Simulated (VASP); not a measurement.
Runs of VASP 6.6.1 on Si. The structure is that of space group P6/mmm (No. 191), or close to it. The cells are those of the table. 

```tsv
cell	gap on the mesh (eV)	pressure (GPa)
a = 2.527, b = 2.527, c = 2.373 Å, angles 90.0, 90.0, 120.0°, 1 atom	none	20.5
a = 2.593, b = 2.593, c = 2.435 Å, angles 90.0, 90.0, 120.0°, 1 atom	none	7.8
a = 2.458, b = 2.458, c = 2.308 Å, angles 90.0, 90.0, 120.0°, 1 atom	none	39.3
a = 2.493, b = 2.493, c = 2.341 Å, angles 90.0, 90.0, 120.0°, 1 atom	none	(b)
a = 2.560, b = 2.560, c = 2.404 Å, angles 90.0, 90.0, 120.0°, 1 atom	none	(a)
```

Alike in all rows: task single point; level PBE; potentials or basis VASP PAW PBE potentials, release 64 (Si); no spin polarisation; k mesh 13 × 13 × 12; cutoff (eV) 500; smearing fermi-dirac 0.15 eV.

Estimate the missing entries.

(a) 13.5; (b) 29.0.

A gap of «none» marks levels without a gap at the run's occupations.
